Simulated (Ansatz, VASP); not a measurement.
**One calculation of Sn3C, two programs**

```
Sn C
1.0
     8.29821    0.00000    0.00000
    -4.14911    7.18646    0.00000
     0.00000    0.00000    3.26078
Sn C
6 2
Direct
  0.20647 0.41293 0.25000
  0.58707 0.79353 0.25000
  0.20647 0.79353 0.25000
  0.79353 0.58707 0.75000
  0.41293 0.20647 0.75000
  0.79353 0.20647 0.75000
  0.33333 0.66667 0.75000
  0.66667 0.33333 0.25000
```

Change from the starting cell: species swapped into the ErI3 type (P6_3/mmc, No. 194).

Alike in both runs: functional PBE; k mesh 3 × 3 × 6; occupations gaussian, width 0.1 eV; no spin polarisation.

Ansatz relaxed the structure, and its values are those at the end. VASP's run is a single point on that final structure, the one shown.

|  | VASP | Ansatz |
| --- | --- | --- |
| version | VASP 6.6.1 | Ansatz 0.2.0 |
| potentials or method | VASP PAW PBE potentials, release 64 (Sn_d, C), cutoff 520 eV | scalar-relativistic, plane waves, PAW |
| valence electrons in the cell | 92 | 92 |

```tsv
	VASP	Ansatz	Ansatz less VASP
gap on the k mesh at the Fermi level (eV)	none	none	-
pressure (GPa)	-0.1	0.0	+0.02
rms of the force components (eV/Å)	0.017	0.011	-0.0062
```

A gap of «none» marks a metal or a gap that the smearing closes.
